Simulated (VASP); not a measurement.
# TiO2 (P4_2/nmc) in VASP: relaxation of cell and atoms with PBEsol

Aim: the relaxation of cell and atoms of TiO2 with PBEsol.

Program: VASP 6.6.1. These are calculated values, not measurements. Logs are shortened: lines on timing, memory, paths and dates and some standing lists are left out, and cuts for length are marked.

## Step 1: The cell of the first run

Symmetry: P4_2/nmc, No. 137, tetragonal system. Conventional cell: a = 3.389 Å, b = 3.389 Å, c = 5.342 Å, α = 90.00°, β = 90.00°, γ = 90.00°. Ti (site symmetry -4m2) has 8 O at 1.89 to 2.50 Å within 2.5 Å. O (site symmetry 2mm) has 4 Ti at 1.89 to 2.50 Å and 6 O at 2.59 to 2.67 Å within 2.7 Å.

## Step 2: Relaxation of cell and atoms, PBEsol

File INCAR:

```
SYSTEM = TiO2
  ALGO = Normal
  EDIFF = 1E-6
  EDIFFG = -0.005
  ENCUT = 600
  GGA = PS
  IBRION = 2
  ISIF = 3
  ISMEAR = -1
  LASPH = .TRUE.
  LCHARG = .FALSE.
  LREAL = .FALSE.
  LWAVE = .FALSE.
  NELM = 100
  NSW = 80
  PREC = Accurate
  SIGMA = 0.02
```

File KPOINTS:

```
k-points
0
G
  8 8 4
  0 0 0
```

File POSCAR:

```
TiO2
1.0
    3.3885189007      0.0000000000      0.0000000000
    0.0000000000      3.3885189007      0.0000000000
    0.0000000000      0.0000000000      5.3419908032
Ti O
2 4
Direct
    0.0000000000      0.0000000000      0.0000000000
    0.5000000000      0.5000000000      0.5000000000
    0.0000000000      0.5000000000      0.3431934238
    0.0000000000      0.5000000000      0.8431934238
    0.5000000000      0.0000000000      0.6568065762
    0.5000000000      0.0000000000      0.1568065762
```

Potentials or basis: VASP PAW PBE potentials, release 64 (Ti_sv, O).

On the command line:

```sh
> cat potpaw_PBE.64/Ti_sv/POTCAR potpaw_PBE.64/O/POTCAR > POTCAR
> mpirun -np 1 vasp_std > vasp.out
```

OUTCAR:

```text
SYSTEM = TiO2
   EDIFF = 1E-6
   EDIFFG = -0.005
   ENCUT = 600
   GGA = PS
   IBRION = 2
   ISIF = 3
   ISMEAR = -1
   LASPH = .TRUE.
   LREAL = .FALSE.
   NELM = 100
   NSW = 80
   PREC = Accurate

 ion  position               nearest neighbor table
   1  0.000  0.000  0.000-   4 1.89   6 1.89   4 1.89   6 1.89
   2  0.500  0.500  0.500-   3 1.89   5 1.89   5 1.89   3 1.89
   3  0.000  0.500  0.343-   2 1.89   2 1.89
   4  0.000  0.500  0.843-   1 1.89   1 1.89
   5  0.500  0.000  0.657-   2 1.89   2 1.89
   6  0.500  0.000  0.157-   1 1.89   1 1.89

  LATTYP: Found a simple tetragonal cell.
 ALAT       =     3.3885189007
 C/A-ratio  =     1.5764972720

  Lattice vectors:

 A1 = (   3.3885189007,   0.0000000000,   0.0000000000)
 A2 = (   0.0000000000,   3.3885189007,   0.0000000000)
 A3 = (   0.0000000000,   0.0000000000,   5.3419908032)

Analysis of symmetry for initial positions (statically):
=====================================================================
 Subroutine PRICEL returns:
 Original cell was already a primitive cell.

 Routine SETGRP: Setting up the symmetry group for a
 simple tetragonal supercell.

 Subroutine GETGRP returns: Found 16 space group operations
 (whereof  8 operations were pure point group operations)
 out of a pool of 16 trial point group operations.

The static configuration has the point symmetry D_2d.
 The point group associated with its full space group is D_4h.

Analysis of symmetry for dynamics (positions and initial velocities):
=====================================================================
 Subroutine PRICEL returns:
 Original cell was already a primitive cell.

 Routine SETGRP: Setting up the symmetry group for a
 simple tetragonal supercell.

 Subroutine GETGRP returns: Found 16 space group operations
 (whereof  8 operations were pure point group operations)
 out of a pool of 16 trial point group operations.

The dynamic configuration has the point symmetry D_2d.
 The point group associated with its full space group is D_4h.

 Subroutine INISYM returns: Found 16 space group operations
 (whereof  8 operations are pure point group operations),
 and found     1 'primitive' translations

----------------------------------------------------------------------------------------

                                     Primitive cell

  volume of cell :      61.3371

  direct lattice vectors                    reciprocal lattice vectors
     3.388518901  0.000000000  0.000000000     0.295114187  0.000000000  0.000000000
     0.000000000  3.388518901  0.000000000     0.000000000  0.295114187  0.000000000
     0.000000000  0.000000000  5.341990803     0.000000000  0.000000000  0.187196129

  length of vectors
     3.388518901  3.388518901  5.341990803     0.295114187  0.295114187  0.187196129

  position of ions in fractional coordinates (direct lattice)
     0.000000000  0.000000000  0.000000000
     0.500000000  0.500000000  0.500000000
     0.000000000  0.500000000  0.343193424
     0.000000000  0.500000000  0.843193424
     0.500000000  0.000000000  0.656806576
     0.500000000  0.000000000  0.156806576

  ion indices of the primitive-cell ions
   primitive index   ion index
                 1           1
                 2           2
                 3           3
                 4           4
                 5           5
                 6           6

----------------------------------------------------------------------------------------

 KPOINTS: k-points

Automatic generation of k-mesh.
 Grid dimensions read from file:
 generate k-points for:    8    8    4

 Generating k-lattice:

  Cartesian coordinates                     Fractional coordinates (reciprocal lattice)
     0.036889273  0.000000000  0.000000000     0.125000000  0.000000000  0.000000000
     0.000000000  0.036889273  0.000000000     0.000000000  0.125000000  0.000000000
     0.000000000  0.000000000  0.046799032     0.000000000  0.000000000  0.250000000

  Length of vectors
     0.036889273  0.036889273  0.046799032

  Shift w.r.t. Gamma in fractional coordinates (k-lattice)
     0.000000000  0.000000000  0.000000000

 Subroutine IBZKPT returns following result:
 ===========================================

 Found     45 irreducible k-points:

 Following reciprocal coordinates:
            Coordinates               Weight
  0.000000  0.000000  0.000000      1.000000
  0.125000  0.000000  0.000000      4.000000
  0.250000  0.000000  0.000000      4.000000
  0.375000  0.000000  0.000000      4.000000
  0.500000  0.000000  0.000000      2.000000
  0.125000  0.125000  0.000000      4.000000
[... 16 lines left out ...]
  0.375000  0.125000  0.250000     16.000000
  0.500000  0.125000  0.250000      8.000000
 [... further k-points ...]
   k-points           NKPTS =     45   k-points in BZ     NKDIM =     45   number of bands    NBANDS=     28
   number of dos      NEDOS =    301   number of ions     NIONS =      6
   total plane-waves  NPLWV =  37632
   dimension x,y,z NGX =    28 NGY =   28 NGZ =   48
   dimension x,y,z NGXF=    56 NGYF=   56 NGZF=   96
   ions per type =               2   4
   NGX,Y,Z   is equivalent  to a cutoff of  13.74, 13.74, 14.94 a.u.
   NGXF,Y,Z  is equivalent  to a cutoff of  27.47, 27.47, 29.88 a.u.
 SYSTEM =  TiO2
   PREC   = accura    normal or accurate (medium, high low for compatibility)
   ISTART =      0    job   : 0-new  1-cont  2-samecut
   ICHARG =      2    charge: 1-file 2-atom 10-const
   ISPIN  =      1    spin polarized calculation?
   LNONCOLLINEAR =      F non collinear calculations
   LSORBIT =      F    spin-orbit coupling
   LASPH  =      T    aspherical Exc in radial PAW
   ENCUT  =  600.0 eV  44.10 Ry    6.64 a.u.   6.77  6.77 10.67*2*pi/ulx,y,z
   NELM   =    100;   NELMIN=  2; NELMDL= -5     # of ELM steps
   EDIFF  = 0.1E-05   stopping-criterion for ELM
   LREAL  =      F    real-space projection
   EDIFFG = -.5E-02   stopping-criterion for IOM
   NSW    =     80    number of steps for IOM
   IBRION =      2    ionic relax: 0-MD 1-quasi-New 2-CG
   NFREE  =      1    steps in history (QN), initial steepest desc. (CG)
   ISIF   =      3    stress and relaxation
   ISYM   =      2    0-nonsym 1-usesym 2-fastsym
   POTIM  = 0.5000    time-step for ionic-motion
   TEBEG  =    0.0;   TEEND  =   0.0 temperature during run
   PSTRESS=    0.0 pullay stress
   NELECT =      48.0000    total number of electrons
   NUPDOWN=      -1.0000    fix difference up-down
   EMIN   =  10.00;   EMAX   =-10.00  energy-range for DOS
   EFERMI =   0.00;   METHOD = LEGACY
   ISMEAR =    -1;   SIGMA  =   0.02  broadening in eV -4-tet -1-fermi 0-gaus
   EFERMI_NEDOS =   21; number of points for ismear=-14 and -15
   IALGO  =     38    algorithm
   IMIX   =      4    mixing-type and parameters
     AMIX     =   0.40;   BMIX     =  1.00
     AMIX_MAG =   1.60;   BMIX_MAG =  1.00
  volume/ion in A,a.u.               =      10.22        68.99
  Fermi-wavevector in a.u.,A,eV,Ry     =   1.508624  2.850885 30.966118  2.275945
  Thomas-Fermi vector in A             =   2.619053
   LORBIT       =      0    0 simple, 1 ext, 2 COOP (PROOUT), +10 PAW based schemes
   GGA     = PS    functional components
   LHFCALC =     F    Hartree Fock is set to
   AEXX    =    0.0000 exact exchange contribution
   IVDW    =     0    specifies the selected vdW correction
   LEPSILON=     F    determine dielectric tensor
   LRPA    =     F    only Hartree local field effects (RPA)
 conjugate gradient relaxation of ions
 non-spin polarized calculation
  energy-cutoff  :      600.00
  volume of cell :       61.34
 maximum number of plane-waves:      2088
 NGX is ok and might be reduce to    28
   NGX = 13   NGY = 13   NGZ = 21

--------------------------------------- Ionic step        1  -------------------------------------------

 number of electron      47.9999995 magnetization

 Free energy of the ion-electron system (eV)
  ---------------------------------------------------
  ext. energy  EPLUGINS =         0.00000000
  ---------------------------------------------------
  free energy    TOTEN  =       -55.46364185 eV

  energy without entropy =      -55.46364185  energy(sigma->0) =      -55.46364185

------------------------ aborting loop because EDIFF is reached ----------------------------------------

  FORCE on cell =-STRESS in cart. coord.  units (eV):
  Direction    XX          YY          ZZ          XY          YZ          ZX
  --------------------------------------------------------------------------------------
  -------------------------------------------------------------------------------------
  Total       -2.4531429     -2.4531429     -2.5789373      0.0000000      0.0000000      0.0000000
  in kB      -64.0782246    -64.0782246    -67.3640839      0.0000000      0.0000000      0.0000000
  external PRESSURE =     -65.1735110 kB  Pullay stress =       0.0000000 kB
[... 101 lines left out ...]
  FREE ENERGIE OF THE ION-ELECTRON SYSTEM (eV)
  ---------------------------------------------------
  free  energy   TOTEN  =       -55.5000868534 eV

  energy  without entropy=      -55.5000868534  energy(sigma->0) =      -55.50008685

[... ionic steps 4 to 7 ...]

--------------------------------------- Ionic step        8  -------------------------------------------

 number of electron      48.0000007 magnetization

------------------------ aborting loop because EDIFF is reached ----------------------------------------

  FORCE on cell =-STRESS in cart. coord.  units (eV):
  Direction    XX          YY          ZZ          XY          YZ          ZX
  --------------------------------------------------------------------------------------
  -------------------------------------------------------------------------------------
  Total       -0.3967832     -0.3967832      0.0485100      0.0000000      0.0000000      0.0000000
  in kB      -10.9491251    -10.9491251      1.3386215      0.0000000      0.0000000      0.0000000
  external PRESSURE =      -6.8532096 kB  Pullay stress =       0.0000000 kB
[... 65 lines left out ...]
  energy  without entropy=      -55.5414742978  energy(sigma->0) =      -55.54147430

--------------------------------------- Ionic step       10  -------------------------------------------

 number of electron      48.0000009 magnetization

 Free energy of the ion-electron system (eV)
  ---------------------------------------------------
  ext. energy  EPLUGINS =         0.00000000
  ---------------------------------------------------
  free energy    TOTEN  =       -55.54268014 eV

  energy without entropy =      -55.54268014  energy(sigma->0) =      -55.54268014

 E-fermi :   6.0254     XC(G=0): -12.2217

 val. band max:        5.5358090858   @ k =   0.0000   0.0000   0.5000
 cond. band min:       7.9334991837   @ k =   0.0000   0.0000   0.0000
 fundamental gap:      2.3976900979
 Fermi energy:         6.0253945238

 k-point     1 :       0.0000    0.0000    0.0000
  band No.  band energies     occupation
      1     -50.7121      2.00000
      2     -50.6912      2.00000
      3     -27.2269      2.00000
      4     -27.0278      2.00000
      5     -27.0064      2.00000
      6     -27.0064      2.00000
[... 733 lines left out ...]
     27       9.0953      0.00000
     28       9.0953      0.00000

 [... further k-points ...]
[... 5 lines left out ...]
  --------------------------------------------------------------------------------------
  -------------------------------------------------------------------------------------
  Total        0.0179570      0.0179570      0.0292405      0.0000000      0.0000000      0.0000000
  in kB        0.4969999      0.4969999      0.8092969      0.0000000      0.0000000      0.0000000
  external PRESSURE =       0.6010989 kB  Pullay stress =       0.0000000 kB
[... 21 lines left out ...]
  FREE ENERGIE OF THE ION-ELECTRON SYSTEM (eV)
  ---------------------------------------------------
  free  energy   TOTEN  =       -55.5426801408 eV

  energy  without entropy=      -55.5426801408  energy(sigma->0) =      -55.54268014

 reached required accuracy - stopping structural energy minimisation
```

Wall time 17 min (1 thread of Intel Xeon 8259CL, shared host); peak memory 0.25 GiB.

Results:

* Free energy: -55.5427 eV
* Relaxed volume: 9.65 Å³/atom
* Relaxed cell: a = 3.365 Å, b = 3.365 Å, c = 5.113 Å, α = 90.00°, β = 90.00°, γ = 90.00°
* Space group after relaxing (to 0.1 Å): P4_2/nmc (No. 137)
* Energy gained by relaxing: 13.2 meV/atom
* Ionic steps: 10
* Pressure after relaxing: 0.1 GPa
* Band gap on the k mesh: 2.40 eV (least direct gap 2.44 eV)

Step by step:
```tsv
step	energy change (eV)	largest force (eV/Å)	pressure (GPa)	volume (Å³)
1	0.0000	0.0055	-6.52	61.34
2	0.0105	0.5154	8.29	57.72
3	-0.0364	0.2299	-0.01	59.60
4	-0.0499	0.2039	0.02	59.27
5	-0.0738	0.1390	0.49	58.25
6	-0.0753	0.1160	0.83	57.84
7	-0.0751	0.0931	-2.19	58.30
8	-0.0782	0.0124	-0.69	58.06
9	-0.0778	0.0168	0.85	57.68
10	-0.0790	0.0011	0.06	57.89
```

Final structure:
```yaml
crystal:
  lattice:
    - [3.36464, 0.00000, 0.00000]
    - [0.00000, 3.36464, 0.00000]
    - [0.00000, 0.00000, 5.11341]
  atoms:
    - { symbol: Ti, position: [0.00000, 0.00000, 0.00000] }
    - { symbol: Ti, position: [0.50000, 0.50000, 0.50000] }
    - { symbol: O, position: [0.00000, 0.50000, 0.33134] }
    - { symbol: O, position: [0.00000, 0.50000, 0.83134] }
    - { symbol: O, position: [0.50000, 0.00000, 0.66866] }
    - { symbol: O, position: [0.50000, 0.00000, 0.16866] }
```

Levels at points of the mesh, in eV from the valence-band top:
| k point | band 21 | band 22 | band 23 | band 24 | band 25 | band 26 | band 27 | band 28 |
| --- | --- | --- | --- | --- | --- | --- | --- | --- |
| (0.00, 0.00, 0.00) | -1.88 | -0.36 | -0.05 | -0.05 | 2.40 | 2.89 | 3.28 | 4.57 |
| (0.50, 0.00, 0.00) | -1.46 | -1.46 | -0.30 | -0.30 | 2.81 | 2.81 | 3.69 | 3.69 |
| (0.50, 0.50, 0.00) | -1.22 | -1.22 | -0.72 | -0.72 | 2.78 | 2.78 | 3.66 | 3.66 |
| (0.00, 0.00, 0.50) | -1.53 | -1.53 | 0.00 | 0.00 | 2.64 | 2.64 | 3.81 | 3.81 |
| (0.50, 0.00, 0.50) | -1.92 | -1.92 | -0.78 | -0.78 | 2.70 | 2.70 | 3.31 | 3.31 |
| (0.50, 0.50, 0.50) | -2.22 | -2.22 | -0.34 | -0.34 | 3.14 | 3.14 | 3.84 | 3.84 |

Caveat: the PAW data sets were made with another functional, which shifts forces and pressure a little. A k mesh can miss the band edges.
